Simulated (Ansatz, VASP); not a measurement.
**Two plane-wave programs on Sb**

```
Sb
1.0
     3.16000    0.00000    0.00000
     0.00000    2.80450    0.00000
     0.00000    0.00000    3.16000
Sb
1
Direct
  0.00000 0.00000 0.00000
```

Change from the starting cell: strain -0.1125 x Voigt [0, 1, 0, 0, 0, 0], atoms carried along.

Alike in both runs: task single point; functional r2SCAN; k mesh 16 × 16 × 16; occupations gaussian, width 0.15 eV; no spin polarisation.

|  | VASP | Ansatz |
| --- | --- | --- |
| version | VASP 6.6.1 | Ansatz 0.2.0 |
| potentials or method | VASP PAW PBE potentials, release 64 (Sb), cutoff 520 eV | scalar-relativistic, plane waves, PAW |
| valence electrons in the cell | 5 | 15 |

Ansatz gave:

```
gap on the k mesh at the Fermi level (eV)                     : none
pressure (GPa)                                                : 5.5
traceless stress, the component that is largest in VASP (GPa) : 14.76
```

**Question.** What did VASP give for the same quantities?

**Answer.** gap on the k mesh at the Fermi level (eV): none; pressure (GPa): 5.6; traceless stress, the component that is largest in VASP (GPa): 14.95.

VASP's potentials were made for PBE, not for r2SCAN. A gap of «none» marks a metal or a gap that the smearing closes. The functional is the same, so the differences come from potentials, cutoffs and numerics. VASP's potentials hold 5 valence electrons a cell and Ansatz's 15, so a difference there can come from the potentials and not from the codes.

Neither program's run includes spin-orbit coupling.
